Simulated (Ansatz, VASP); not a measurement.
## Two plane-wave programs on SrO

The input INCAR:

```
SYSTEM = SrO
  PREC = Accurate
  ENCUT = 520
  EDIFF = 1E-6
  ISMEAR = 0
  SIGMA = 0.05
  LREAL = .FALSE.
  LASPH = .TRUE.
  NELM = 60
  ALGO = Normal
  ISIF = 2
  LWAVE = .FALSE.
  LCHARG = .TRUE.
  GGA = PS
  LELF = .TRUE.
  LVHAR = .TRUE.
  NBANDS = 24
```

The input KPOINTS:

```
regular mesh
0
G
  9 9 4
  0 0 0
```

File POSCAR:

```
SrO
1.0
    3.6019693189      0.0000000000      0.0000000000
   -1.8009846594      3.1193969338      0.0000000000
    0.0000000000      0.0000000000      6.0503837879
Sr O
2 2
Direct
    0.3333333333      0.6666666667      0.2500000000
    0.6666666667      0.3333333333      0.7500000000
    0.0000000000      0.0000000000      0.0000000000
    0.0000000000      0.0000000000      0.5000000000
```

Input for Ansatz:

```yaml
crystal:
  lattice:
    - [3.6019693189, 0.0, 0.0]
    - [-1.8009846594, 3.1193969338, 0.0]
    - [0.0, 0.0, 6.0503837879]
  atoms:
    - { symbol: Sr, position: [0.3333333333, 0.6666666667, 0.25] }
    - { symbol: Sr, position: [0.6666666667, 0.3333333333, 0.75] }
    - { symbol: O, position: [0.0, 0.0, 0.0] }
    - { symbol: O, position: [0.0, 0.0, 0.5] }
basis:
  ecutwfc: 420
kpoints:
  mp_grid: { grid: [9, 9, 4] }
hamiltonian:
  xc: pbesol
scf:
  occupations: { method: gaussian, width: 0.05 }
output:
  forces: true
  stress: true
  eigenvalues: true
```

Alike in both runs: task single point; functional PBEsol; k mesh 9 × 9 × 4; occupations gaussian, width 0.05 eV; no spin polarisation.

|  | VASP | Ansatz |
| --- | --- | --- |
| version | VASP 6.6.1 | Ansatz 0.2.0 |
| potentials or method | VASP PAW PBE potentials, release 64 (Sr_sv, O), cutoff 520 eV | scalar-relativistic, plane waves, PAW |
| valence electrons in the cell | 32 | 32 |

|  | VASP | Ansatz | Ansatz less VASP |
| --- | --- | --- | --- |
| gap on the k mesh at the Fermi level (eV) | 2.70 | 2.71 | +0.005 |
| least direct gap on the mesh (eV) | 2.70 | 2.71 | +0.005 |
| pressure (GPa) | -1.5 | -2.1 | -0.59 |
| traceless stress, the component that is largest in VASP (GPa) | 4.47 | 4.48 | +0.013 |

VASP's potentials were made for PBE, not for PBEsol.
